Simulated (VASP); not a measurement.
Hf:

```
Hf
1.0
     4.96233    0.00000    0.00000
    -2.48116    4.29750    0.00000
     0.00000    0.00000    3.08623
Hf
3
Direct
  0.00000 0.00000 0.00000
  0.33333 0.66667 0.50000
  0.66667 0.33333 0.50000
```

| Item | Value |
| --- | --- |
| Program | VASP 6.6.1 |
| Task | relaxation of cell and atoms |
| Functional | PBEsol |
| Dispersion | D4 |
| Potentials or basis | VASP PAW PBE potentials, release 64 (Hf_pv) |
| Cutoff | 600 eV |
| k mesh | 6 × 6 × 9 |
| Occupations | fermi-dirac, width 0.05 eV |
| Spin | no spin polarisation |

At the start: pressure -3.9 GPa; volume 21.94 Å³/atom.

How do energy, volume and symmetry change on relaxing?

Over 5 steps the energy falls by 9.9 meV/atom and the volume is 21.16 Å³/atom (-3.6 %); space group P6/mmm (No. 191, to 0.05 Å).

The path:
```csv
step,energy change (eV),largest force (eV/Å),pressure (GPa),volume (Å³)
1,0.0000,0.0000,-3.93,65.82
2,0.0144,0.0000,5.43,60.82
3,-0.0294,0.0000,-0.02,63.51
4,-0.0295,0.0000,0.06,63.47
5,-0.0296,0.0000,0.05,63.47
```

Final structure:
```
Hf
1.0
     4.89564    0.00000    0.00000
    -2.44782    4.23975    0.00000
     0.00000    0.00000    3.05794
Hf
3
Direct
  0.00000 0.00000 0.00000
  0.33333 0.66667 0.50000
  0.66667 0.33333 0.50000
```

Caveat: the PAW data sets were made with another functional, which shifts forces and pressure a little; pairwise dispersion overbinds metals, which lowers pressure and volume.
